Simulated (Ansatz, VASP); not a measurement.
## Re: VASP beside Ansatz

The input INCAR:

```
SYSTEM = Re
PREC     = Accurate       ! precision mode
ENCUT    = 520            ! plane-wave cutoff, eV
EDIFF    = 1E-8           ! SCF threshold, eV
ISMEAR   = -1             ! smearing method
SIGMA    = 0.05           ! smearing width, eV
LREAL    = .False.        ! projectors in reciprocal space
LASPH    = .True.         ! aspherical terms in the spheres
NELM     = 100            ! most SCF steps
ALGO     = Normal         ! electronic algorithm
ISIF     = 2              ! what is computed and relaxed
LWAVE    = .False.        ! write WAVECAR
LCHARG   = .False.        ! write CHGCAR
GGA      = PS             ! functional
LEFG     = .True.       
NBANDS   = 10             ! bands
```

Contents of KPOINTS:

```
Automatic mesh
0
Gamma
  14 14 14
  0 0 0
```

The input POSCAR:

```
Re
1.0
   -0.0395000000      1.9552500000      1.9552500000
    1.9552500000     -0.0395000000      1.9552500000
    1.9552500000      1.9552500000     -0.0395000000
Re
1
Direct
    0.0000000000      0.0000000000      0.0000000000
```

Input for Ansatz:

```yaml
crystal:
  lattice:
    - [-0.0395, 1.95525, 1.95525]
    - [1.95525, -0.0395, 1.95525]
    - [1.95525, 1.95525, -0.0395]
  atoms:
    - { symbol: Re, position: [0.0, 0.0, 0.0] }
kpoints:
  mp_grid: { grid: [14, 14, 14] }
scf:
  occupations: { method: fermi_dirac, width: 0.05 }
hamiltonian:
  xc: pbesol
  pseudopotentials: { kind: paw }
output:
  forces: true
  stress: true
  eigenvalues: true
  efg: { contact_densities: true }
```

Change from the starting cell: equal xy, yz and zx shear strains of -2 %, PAW files.

Alike in both runs: task electric field gradients; functional PBEsol; k mesh 14 × 14 × 14; occupations fermi-dirac, width 0.05 eV; no spin polarisation.

|  | VASP | Ansatz |
| --- | --- | --- |
| version | VASP 6.6.1 | Ansatz 0.2.0 |
| potentials or method | VASP PAW PBE potentials, release 64 (Re) | PAW with Ansatz's default frozen-core files, scalar-relativistic |
| plane-wave cutoff (eV) | 520 | 420 |
| valence electrons in the cell | 7 | 15 |

```tsv
	VASP	Ansatz	Ansatz less VASP
pressure (GPa)	-18.5	-18.1	+0.43
traceless stress, the component that is largest in VASP (GPa)	3.19	3.22	+0.034
size of Vzz on the site where it differs most (V/Å²)	63.7	55.3	-8.42
```

VASP's potentials were made for PBE, not for PBEsol. VASP's potentials hold 7 valence electrons a cell and Ansatz's 15, so a difference there can come from the potentials and not from the codes.

Neither program's run includes spin-orbit coupling.
